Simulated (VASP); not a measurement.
# MnGa3 (Fm-3m) in VASP: further runs

The runs below take MnGa3 through single point, relaxation of cell and atoms, with PBE.

Everything below comes from runs of VASP 6.6.1. Logs are shortened: lines on timing, memory, paths and dates and some standing lists are left out, and cuts for length are marked.

### 1 The cell of the first run

The structure is cubic, space group Fm-3m (No. 225). The conventional cell has a = 6.579 Å, b = 6.579 Å, c = 6.579 Å, α = 90.00°, β = 90.00°, γ = 90.00°. Within 3.8 Å of Ga (site symmetry -43m) lie 10 Ga at 2.85 to 3.29 Å and 4 Mn at 2.85 Å. Within 3.8 Å of Ga (site symmetry m-3m) lie 8 Ga at 2.85 Å and 6 Mn at 3.29 Å. Mn (site symmetry m-3m) has 14 Ga at 2.85 to 3.29 Å within 3.8 Å.

### 2 Single point, PBE

INCAR reads:

```
PREC = Accurate
ENCUT = 520
EDIFF = 1E-6
ISMEAR = 0
SIGMA = 0.1
LREAL = F
LASPH = T
NELM = 100
ALGO = Fast
ISIF = 2
LWAVE = F
LCHARG = T
GGA = PE
LELF = T
LVHAR = T
NBANDS = 34
```

KPOINTS reads:

```
regular mesh
0
Gamma
  12 12 12
```

POSCAR reads:

```
MnGa3
1.0
    0.0000000000      3.2894277107      3.2894277107
    3.2894277107      0.0000000000      3.2894277107
    3.2894277107      3.2894277107      0.0000000000
Ga Mn
3 1
Direct
    0.2500000000      0.2500000000      0.2500000000
    0.7500000000      0.7500000000      0.7500000000
    0.5000000000      0.5000000000      0.5000000000
    0.0000000000      0.0000000000      0.0000000000
```

Potentials or basis: VASP PAW PBE potentials, release 64 (Ga_d, Mn_pv).

On the command line:

```bash
$ cat potpaw_PBE.64/Ga_d/POTCAR potpaw_PBE.64/Mn_pv/POTCAR > POTCAR
$ mpirun -np 1 vasp_std > vasp.out
```

OUTCAR:

```text
PREC = Accurate
   ENCUT = 520
   EDIFF = 1E-6
   ISMEAR = 0
   LREAL = F
   LASPH = T
   NELM = 100
   ISIF = 2
   GGA = PE

 ion  position               nearest neighbor table
   1  0.250  0.250  0.250-   4 2.85   4 2.85   4 2.85   3 2.85   4 2.85   3 2.85   3 2.85   3 2.85

   2  0.750  0.750  0.750-   3 2.85   3 2.85   3 2.85   3 2.85   4 2.85   4 2.85   4 2.85   4 2.85

   3  0.500  0.500  0.500-   1 2.85   1 2.85   1 2.85   1 2.85   2 2.85   2 2.85   2 2.85   2 2.85

   4  0.000  0.000  0.000-   2 2.85   2 2.85   2 2.85   1 2.85   2 2.85   1 2.85   1 2.85   1 2.85

  LATTYP: Found a face centered cubic cell.
 ALAT       =     6.5788554214

  Lattice vectors:

 A1 = (   0.0000000000,   3.2894277107,   3.2894277107)
 A2 = (   3.2894277107,   0.0000000000,   3.2894277107)
 A3 = (   3.2894277107,   3.2894277107,   0.0000000000)

Analysis of symmetry for initial positions (statically):
=====================================================================
 Subroutine PRICEL returns:
 Original cell was already a primitive cell.

 Routine SETGRP: Setting up the symmetry group for a
 face centered cubic supercell.

 Subroutine GETGRP returns: Found 48 space group operations
 (whereof 48 operations were pure point group operations)
 out of a pool of 48 trial point group operations.

The static configuration has the point symmetry O_h .

Analysis of symmetry for dynamics (positions and initial velocities):
=====================================================================
 Subroutine PRICEL returns:
 Original cell was already a primitive cell.

 Routine SETGRP: Setting up the symmetry group for a
 face centered cubic supercell.

 Subroutine GETGRP returns: Found 48 space group operations
 (whereof 48 operations were pure point group operations)
 out of a pool of 48 trial point group operations.

The dynamic configuration has the point symmetry O_h .

 Subroutine INISYM returns: Found 48 space group operations
 (whereof 48 operations are pure point group operations),
 and found     1 'primitive' translations

----------------------------------------------------------------------------------------

                                     Primitive cell

  volume of cell :      71.1854

  direct lattice vectors                    reciprocal lattice vectors
     0.000000000  3.289427711  3.289427711    -0.152002124  0.152002124  0.152002124
     3.289427711  0.000000000  3.289427711     0.152002124 -0.152002124  0.152002124
     3.289427711  3.289427711  0.000000000     0.152002124  0.152002124 -0.152002124

  length of vectors
     4.651953281  4.651953281  4.651953281     0.263275402  0.263275402  0.263275402

  position of ions in fractional coordinates (direct lattice)
     0.250000000  0.250000000  0.250000000
     0.750000000  0.750000000  0.750000000
     0.500000000  0.500000000  0.500000000
     0.000000000  0.000000000  0.000000000

  ion indices of the primitive-cell ions
   primitive index   ion index
                 1           1
                 2           2
                 3           3
                 4           4

----------------------------------------------------------------------------------------

 KPOINTS: regular mesh

Automatic generation of k-mesh.
 Grid dimensions read from file:
 generate k-points for:   12   12   12

 Generating k-lattice:

  Cartesian coordinates                     Fractional coordinates (reciprocal lattice)
    -0.012666844  0.012666844  0.012666844     0.083333333  0.000000000  0.000000000
     0.012666844 -0.012666844  0.012666844     0.000000000  0.083333333  0.000000000
     0.012666844  0.012666844 -0.012666844     0.000000000  0.000000000  0.083333333

  Length of vectors
     0.021939617  0.021939617  0.021939617

  Shift w.r.t. Gamma in fractional coordinates (k-lattice)
     0.000000000  0.000000000  0.000000000

 Subroutine IBZKPT returns following result:
 ===========================================

 Found     72 irreducible k-points:

 Following reciprocal coordinates:
            Coordinates               Weight
  0.000000  0.000000  0.000000      1.000000
  0.083333  0.000000  0.000000      8.000000
  0.166667  0.000000  0.000000      8.000000
  0.250000  0.000000  0.000000      8.000000
  0.333333  0.000000  0.000000      8.000000
  0.416667  0.000000  0.000000      8.000000
[... 16 lines left out ...]
  0.500000  0.166667  0.000000     24.000000
 -0.416667  0.166667  0.000000     24.000000
 [... further k-points ...]
   k-points           NKPTS =     72   k-points in BZ     NKDIM =     72   number of bands    NBANDS=     34
   number of dos      NEDOS =    301   number of ions     NIONS =      4
   total plane-waves  NPLWV =  46656
   dimension x,y,z NGX =    36 NGY =   36 NGZ =   36
   dimension x,y,z NGXF=    72 NGYF=   72 NGZF=   72
   ions per type =               3   1
   NGX,Y,Z   is equivalent  to a cutoff of  12.87, 12.87, 12.87 a.u.
   NGXF,Y,Z  is equivalent  to a cutoff of  25.73, 25.73, 25.73 a.u.
 SYSTEM =  unknown system
   PREC   = accura    normal or accurate (medium, high low for compatibility)
   ISTART =      0    job   : 0-new  1-cont  2-samecut
   ICHARG =      2    charge: 1-file 2-atom 10-const
   ISPIN  =      1    spin polarized calculation?
   LNONCOLLINEAR =      F non collinear calculations
   LSORBIT =      F    spin-orbit coupling
   LASPH  =      T    aspherical Exc in radial PAW
   ENCUT  =  520.0 eV  38.22 Ry    6.18 a.u.   8.65  8.65  8.65*2*pi/ulx,y,z
   NELM   =    100;   NELMIN=  2; NELMDL= -5     # of ELM steps
   EDIFF  = 0.1E-05   stopping-criterion for ELM
   LREAL  =      F    real-space projection
   EDIFFG = 0.1E-04   stopping-criterion for IOM
   NSW    =      0    number of steps for IOM
   IBRION =     -1    ionic relax: 0-MD 1-quasi-New 2-CG
   NFREE  =      0    steps in history (QN), initial steepest desc. (CG)
   ISIF   =      2    stress and relaxation
   ISYM   =      2    0-nonsym 1-usesym 2-fastsym
   POTIM  = 0.5000    time-step for ionic-motion
   TEBEG  =    0.0;   TEEND  =   0.0 temperature during run
   PSTRESS=    0.0 pullay stress
   NELECT =      52.0000    total number of electrons
   NUPDOWN=      -1.0000    fix difference up-down
   EMIN   =  10.00;   EMAX   =-10.00  energy-range for DOS
   EFERMI =   0.00;   METHOD = LEGACY
   ISMEAR =     0;   SIGMA  =   0.10  broadening in eV -4-tet -1-fermi 0-gaus
   EFERMI_NEDOS =   21; number of points for ismear=-14 and -15
   IALGO  =     68    algorithm
   IMIX   =      4    mixing-type and parameters
     AMIX     =   0.40;   BMIX     =  1.00
     AMIX_MAG =   1.60;   BMIX_MAG =  1.00
  volume/ion in A,a.u.               =      17.80       120.10
  Fermi-wavevector in a.u.,A,eV,Ry     =   1.474390  2.786192 29.576682  2.173825
  Thomas-Fermi vector in A             =   2.589167
   LORBIT       =      0    0 simple, 1 ext, 2 COOP (PROOUT), +10 PAW based schemes
   GGA     = PE    functional components
   LHFCALC =     F    Hartree Fock is set to
   AEXX    =    0.0000 exact exchange contribution
   IVDW    =     0    specifies the selected vdW correction
   LEPSILON=     F    determine dielectric tensor
   LRPA    =     F    only Hartree local field effects (RPA)
 non-spin polarized calculation
 RMM-DIIS sequential band-by-band and
 Gauss-broadening in eV      SIGMA  =   0.10
  energy-cutoff  :      520.00
  volume of cell :       71.19
 maximum number of plane-waves:      1936
   NGX = 17   NGY = 17   NGZ = 17

 number of electron      51.9999995 magnetization

 Free energy of the ion-electron system (eV)
  ---------------------------------------------------
  ext. energy  EPLUGINS =         0.00000000
  ---------------------------------------------------
  free energy    TOTEN  =       -15.65413839 eV

  energy without entropy =      -15.62139735  energy(sigma->0) =      -15.63776787

 E-fermi :   5.7888     XC(G=0): -11.2841

 val. band max:        5.7874607260   @ k =  -0.4167   0.2500   0.0000
 cond. band min:       5.7896894474   @ k =  -0.1667   0.2500   0.0833
 fundamental gap:      0.0022287214
 Fermi energy:         5.7887946299

 k-point     1 :       0.0000    0.0000    0.0000
  band No.  band energies     occupation
      1     -41.6289      2.00000
      2     -41.6289      2.00000
      3     -41.6289      2.00000
      4      -9.1661      2.00000
      5      -9.1661      2.00000
      6      -9.1583      2.00000
[... 26 lines left out ...]
     33       9.3719      0.00000
     34       9.3719      0.00000

 k-point     2 :       0.0833    0.0000    0.0000
  band No.  band energies     occupation
      1     -41.6289      2.00000
      2     -41.6289      2.00000
      3     -41.6289      2.00000
      4      -9.1631      2.00000
      5      -9.1631      2.00000
      6      -9.1602      2.00000
[... 26 lines left out ...]
     33       9.3917      0.00000
     34       9.3991      0.00000

 k-point     3 :       0.1667    0.0000    0.0000
  band No.  band energies     occupation
      1     -41.6290      2.00000
      2     -41.6289      2.00000
      3     -41.6289      2.00000
      4      -9.1654      2.00000
      5      -9.1654      2.00000
      6      -9.1641      2.00000
[... 26 lines left out ...]
     33       9.6626      0.00000
     34       9.6729      0.00000
[... 704 lines left out ...]
 k-point    23 :       0.5000    0.1667    0.0000
  band No.  band energies     occupation
      1     -41.6292      2.00000
      2     -41.6290      2.00000
      3     -41.6290      2.00000
      4      -9.1859      2.00000
      5      -9.1823      2.00000
      6      -9.1662      2.00000
[... 26 lines left out ...]
     33      12.2208      0.00000
     34      13.2233      0.00000

 k-point    24 :      -0.4167    0.1667    0.0000
  band No.  band energies     occupation
      1     -41.6292      2.00000
      2     -41.6290      2.00000
      3     -41.6290      2.00000
      4      -9.1849      2.00000
      5      -9.1836      2.00000
      6      -9.1664      2.00000
[... 26 lines left out ...]
     33      11.1249      0.00000
     34      11.8326      0.00000

 [... further k-points ...]

------------------------ aborting loop because EDIFF is reached ----------------------------------------

  FORCE on cell =-STRESS in cart. coord.  units (eV):
  Direction    XX          YY          ZZ          XY          YZ          ZX
  --------------------------------------------------------------------------------------
  -------------------------------------------------------------------------------------
  Total       -4.5155410     -4.5155410     -4.5155410     -0.0000000      0.0000000     -0.0000000
  in kB     -101.6317343   -101.6317343   -101.6317343     -0.0000000      0.0000000     -0.0000000
  external PRESSURE =    -101.6317343 kB  Pullay stress =       0.0000000 kB

 VOLUME and BASIS-vectors are now :
 -----------------------------------------------------------------------------
  energy-cutoff  :      520.00
  volume of cell :       71.19
      direct lattice vectors                 reciprocal lattice vectors
     0.000000000  3.289427711  3.289427711    -0.152002124  0.152002124  0.152002124
     3.289427711  0.000000000  3.289427711     0.152002124 -0.152002124  0.152002124
     3.289427711  3.289427711  0.000000000     0.152002124  0.152002124 -0.152002124

 POSITION                                       TOTAL-FORCE (eV/Angst)
 -----------------------------------------------------------------------------------
      1.64471      1.64471      1.64471        -0.000000     -0.000000     -0.000000
      4.93414      4.93414      4.93414         0.000000      0.000000      0.000000
      3.28943      3.28943      3.28943         0.000000      0.000000      0.000000
      0.00000      0.00000      0.00000         0.000000      0.000000      0.000000
 -----------------------------------------------------------------------------------
    total drift:                                0.000000      0.000000      0.000000

  FREE ENERGIE OF THE ION-ELECTRON SYSTEM (eV)
  ---------------------------------------------------
  free  energy   TOTEN  =       -15.6541383872 eV

  energy  without entropy=      -15.6213973499  energy(sigma->0) =      -15.63776787
```

Wall time 100 s (1 thread of Intel Xeon 6975P-C (Granite Rapids), shared host); peak memory 0.3 GiB.

What came out:

- Free energy: -15.6541 eV
- Pressure: -10.2 GPa
- Band gap on the k mesh: zero (bands 26 and 27 overlap by 0.47 eV)

Caveat: the cell stands under tension; the run has no spin polarisation, though such a crystal can be magnetic.

### 3 Single point, PBE

This run uses another cell than the first one, of 18.82 Å³/atom.

INCAR reads:

```
SYSTEM = MnGa3
ALGO = Fast
EDIFF = 1E-6
ENCUT = 520
GGA = PE
ISIF = 2
ISMEAR = 0
LASPH = .TRUE.
LCHARG = .FALSE.
LREAL = .FALSE.
LWAVE = .FALSE.
NBANDS = 34
NELM = 100
PREC = Accurate
SIGMA = 0.1
```

KPOINTS reads:

```
k-points
0
G
  12 12 12
  0 0 0
```

POSCAR reads:

```
MnGa3
1.0
    0.0000000000      3.3515069832      3.3515069832
    3.3515069832      0.0000000000      3.3515069832
    3.3515069832      3.3515069832      0.0000000000
Ga Mn
3 1
Direct
    0.2500000000      0.2500000000      0.2500000000
    0.7500000000      0.7500000000      0.7500000000
    0.5000000000      0.5000000000      0.5000000000
    0.0000000000      0.0000000000      0.0000000000
```

Potentials or basis: VASP PAW PBE potentials, release 64 (Ga_d, Mn_pv).

On the command line:

```bash
$ cat potpaw_PBE.64/Ga_d/POTCAR potpaw_PBE.64/Mn_pv/POTCAR > POTCAR
$ mpirun -np 1 vasp_std > vasp.out
```

Run time: 1.8 min. Hardware: 1 thread of Intel Xeon 6975P-C (Granite Rapids), shared host; peak memory 0.31 GiB.

Results (log left out):

```yaml
Free_energy: -15.3743 eV
Pressure: -11.6 GPa
Band_gap_on_the_k_mesh: zero (bands 26 and 27 overlap by 0.38 eV)
```

Levels at points of the mesh, in eV from the Fermi level:
| k point | band 22 | band 23 | band 24 | band 25 | band 26 | band 27 | band 28 | band 29 | band 30 | band 31 |
| --- | --- | --- | --- | --- | --- | --- | --- | --- | --- | --- |
| (0.00, 0.00, 0.00) | -1.62 | -1.62 | -0.32 | -0.32 | -0.25 | 0.90 | 0.90 | 0.90 | 2.56 | 2.56 |
| (0.50, 0.00, 0.00) | -1.92 | -1.92 | -0.79 | -0.29 | -0.29 | 0.51 | 0.51 | 1.58 | 1.58 | 1.78 |
| (0.50, 0.50, 0.00) | -2.82 | -2.82 | -1.34 | -0.32 | -0.32 | -0.16 | 0.34 | 0.89 | 6.26 | 6.26 |

Caveat: the cell stands under tension; the run has no spin polarisation, though such a crystal can be magnetic.

### 4 Single point, PBE

This run uses another cell than the first one, of 20.19 Å³/atom.

INCAR reads:

```
PREC     = Accurate       # precision mode
ENCUT    = 520            # plane-wave cutoff, eV
EDIFF    = 1E-7           # SCF threshold, eV
ISMEAR   = 0              # smearing method
SIGMA    = 0.1            # smearing width, eV
LREAL    = F              # projectors in reciprocal space
LASPH    = T              # aspherical terms in the spheres
NELM     = 80             # most SCF steps
ALGO     = Fast           # electronic algorithm
ISIF     = 2              # what is computed and relaxed
LWAVE    = F              # write WAVECAR
LCHARG   = F              # write CHGCAR
GGA      = PE             # functional
NBANDS   = 34             # bands
```

KPOINTS reads:

```
Automatic mesh
0
Gamma
  12 12 12
```

POSCAR reads:

```
MnGa3
1.0
    0.0000000000      3.4308618916      3.4308618916
    3.4308618916      0.0000000000      3.4308618916
    3.4308618916      3.4308618916      0.0000000000
Ga Mn
3 1
Direct
    0.2500000000      0.2500000000      0.2500000000
    0.7500000000      0.7500000000      0.7500000000
    0.5000000000      0.5000000000      0.5000000000
    0.0000000000      0.0000000000      0.0000000000
```

On the command line:

```bash
$ cat potpaw_PBE.64/Ga_d/POTCAR potpaw_PBE.64/Mn_pv/POTCAR > POTCAR
$ mpirun -np 1 vasp_std > vasp.out
```

Wall time 2.4 min (1 thread of Intel Xeon 6975P-C (Granite Rapids), shared host); peak memory 0.31 GiB.

Results (log left out):

* Free energy: -14.9547 eV
* Pressure: -12.8 GPa
* Band gap on the k mesh: zero (bands 26 and 27 overlap by 0.33 eV)

Levels at points of the mesh, in eV from the Fermi level:
```tsv
k point	band 23	band 24	band 25	band 26	band 27	band 28	band 29	band 30
(0.00, 0.00, 0.00)	-1.44	-0.60	-0.27	-0.27	0.96	0.96	0.96	2.43
(0.50, 0.00, 0.00)	-1.71	-0.74	-0.24	-0.24	0.58	0.58	1.49	1.49
(0.50, 0.50, 0.00)	-2.55	-1.32	-0.27	-0.27	-0.13	0.28	0.76	5.85
```

Caveat: the cell stands under tension; the run has no spin polarisation, though such a crystal can be magnetic. Spin polarisation is off, so any magnetic state and its effect on volume and gap are missing.

### 5 Relaxation of cell and atoms, PBE, collinear spin, ferromagnetic start

This run uses another cell than the first one, of 14.30 Å³/atom.

INCAR reads:

```
SYSTEM = MnGa3
PREC = Accurate
ENCUT = 600
EDIFF = 1E-7
ISMEAR = 0
SIGMA = 0.1
LREAL = .False.
LASPH = .True.
NELM = 150
ALGO = Fast
ISIF = 3
LWAVE = .False.
LCHARG = .False.
ISPIN = 2
MAGMOM = 0 0 0 3.19
LORBIT = 11
LMAXMIX = 4
GGA = PE
IBRION = 2
NSW = 100
EDIFFG = -0.05
```

KPOINTS reads:

```
Automatic mesh
0
Gamma
  6 6 6
  0 0 0
```

POSCAR reads:

```
MnGa3
1.0
    0.0000000000      3.0581257835      3.0581257835
    3.0581257835      0.0000000000      3.0581257835
    3.0581257835      3.0581257835      0.0000000000
Ga Mn
3 1
Direct
    0.2500000000      0.2500000000      0.2500000000
    0.7500000000      0.7500000000      0.7500000000
    0.5000000000      0.5000000000      0.5000000000
    0.0000000000      0.0000000000      0.0000000000
```

On the command line:

```bash
$ cat potpaw_PBE.64/Ga_d/POTCAR potpaw_PBE.64/Mn_pv/POTCAR > POTCAR
$ mpirun -np 1 vasp_std > vasp.out
```

It took 18 min on 1 thread of Oxide Virtual Turin-like, shared host; peak memory 0.25 GiB.

It converged, with:

| Item | Value |
| --- | --- |
| Free energy | -16.0714 eV |
| Relaxed volume | 15.01 Å³/atom |
| Relaxed cell | a = 4.395 Å, b = 4.395 Å, c = 4.395 Å, α = 60.00°, β = 60.00°, γ = 60.00° |
| Space group after relaxing (to 0.1 Å) | Fm-3m (No. 225) |
| Ionic steps | 5 |
| Pressure after relaxing | -0.2 GPa |
| Band gap on the k mesh | zero (filled and empty bands overlap) |
| Net moment | 0.00 μB per cell |
| Valence electrons inside the program's atomic spheres | Ga 11.65, 11.63 (each value once); Mn 11.69 |

The path:
```csv
step,energy change (eV),largest force (eV/Å),pressure (GPa),volume (Å³)
1,0.0000,0.0000,14.15,57.20
2,0.7087,0.0000,-8.48,68.31
3,0.5094,0.0000,-4.53,63.51
4,0.4711,0.0000,-2.61,61.81
5,0.4553,0.0000,-0.19,60.04
```

Final structure:
```
Ga Mn
1.0
     0.00000    3.10798    3.10798
     3.10798    0.00000    3.10798
     3.10798    3.10798    0.00000
Ga Mn
3 1
Direct
  0.25000 0.25000 0.25000
  0.75000 0.75000 0.75000
  0.50000 0.50000 0.50000
  0.00000 0.00000 0.00000
```

Levels at points of the mesh, in eV from the Fermi level:
Spin up:
```
           k point  band 24  band 25  band 26  band 27  band 28  band 29
(0.00, 0.00, 0.00)    -0.54    -0.54     0.65     0.65     0.65     0.97
(0.50, 0.00, 0.00)    -0.97    -0.47    -0.47     0.26     0.26     1.94
(0.50, 0.50, 0.00)    -1.45    -0.49    -0.49    -0.31     0.62     1.42
```
Spin down:
```csv
k point,band 24,band 25,band 26,band 27,band 28,band 29
"(0.00, 0.00, 0.00)",-0.54,-0.54,0.65,0.65,0.65,0.97
"(0.50, 0.00, 0.00)",-0.97,-0.47,-0.47,0.26,0.26,1.94
"(0.50, 0.50, 0.00)",-1.45,-0.49,-0.49,-0.31,0.62,1.42
```

### 6 The runs side by side

```csv
cell,further INCAR settings,gap on the mesh (eV),pressure (GPa)
"a = 4.652 Å, angles 60.0°, 4 atoms",ALGO = Fast; EDIFF = 1e-06; NBANDS = 34,none,-10.2
"a = 4.740 Å, angles 60.0°, 4 atoms",ALGO = Fast; EDIFF = 1e-06; NBANDS = 34,none,-11.6
"a = 4.852 Å, angles 60.0°, 4 atoms",ALGO = Fast; EDIFF = 1e-07; NBANDS = 34,none,-12.8
```

Alike in all rows: task single point; level PBE; potentials or basis VASP PAW PBE potentials, release 64 (Ga_d, Mn_pv); no spin polarisation; k mesh 12 × 12 × 12; cutoff (eV) 520; smearing gaussian 0.1 eV.

Caveats: the cell stands under tension; the run has no spin polarisation, though such a crystal can be magnetic.

Total energies depend on the potentials used, so only differences within one code and one set of settings carry meaning.
